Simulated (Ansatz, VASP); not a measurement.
**Two plane-wave programs on TiAl**

INCAR

```
ALGO = Fast
EDIFF = 1E-6
ENCUT = 520
GGA = PS
ISIF = 2
ISMEAR = 0
LASPH = True
LCHARG = False
LREAL = False
LWAVE = False
NBANDS = 14
NELM = 100
PREC = Accurate
SIGMA = 0.15
```

Contents of KPOINTS:

```
k-points
0
Gamma
  16 16 16
```

Contents of POSCAR:

```
TiAl
1.0
    2.8907291797      0.0000000000      0.0000000000
    0.0000000000      2.8907291797      0.0000000000
    0.0000000000      0.0000000000      3.5613783494
Ti Al
1 1
Direct
    0.0000000000      0.0000000000      0.0000000000
    0.5000000000      0.5000000000      0.5000000000
```

Input for Ansatz:

```yaml
crystal:
  lattice:
    - [2.8907291797, 0.0, 0.0]
    - [0.0, 2.8907291797, 0.0]
    - [0.0, 0.0, 3.5613783494]
  atoms:
    - { symbol: Ti, position: [0.0, 0.0, 0.0] }
    - { symbol: Al, position: [0.5, 0.5, 0.5] }
basis:
  ecutwfc: 520.0
kpoints:
  mp_grid: { grid: [16, 16, 16] }
hamiltonian:
  xc: pbesol
  pseudopotentials: { kind: paw, azcp: { folder: soft_1 } }
scf:
  occupations: { method: gaussian, width: 0.15 }
output:
  forces: true
  stress: true
  eigenvalues: true
```

Alike in both runs: task single point; functional PBEsol; k mesh 16 × 16 × 16; occupations gaussian, width 0.15 eV; no spin polarisation.

```csv
,VASP,Ansatz
version,VASP 6.6.1,Ansatz 0.2.0
potentials or method,"VASP PAW PBE potentials, release 64 (Ti_sv, Al), cutoff 520 eV","scalar-relativistic, plane waves, PAW"
valence electrons in the cell,15,15
```

```tsv
	VASP	Ansatz	Ansatz less VASP
gap on the k mesh at the Fermi level (eV)	none	none	-
pressure (GPa)	7.5	7.5	-0.07
traceless stress, the component that is largest in VASP (GPa)	5.99	5.99	+0.004
```

VASP's potentials were made for PBE, not for PBEsol, and Ansatz warns of the same on its side. A gap of «none» marks a metal or a gap that the smearing closes.
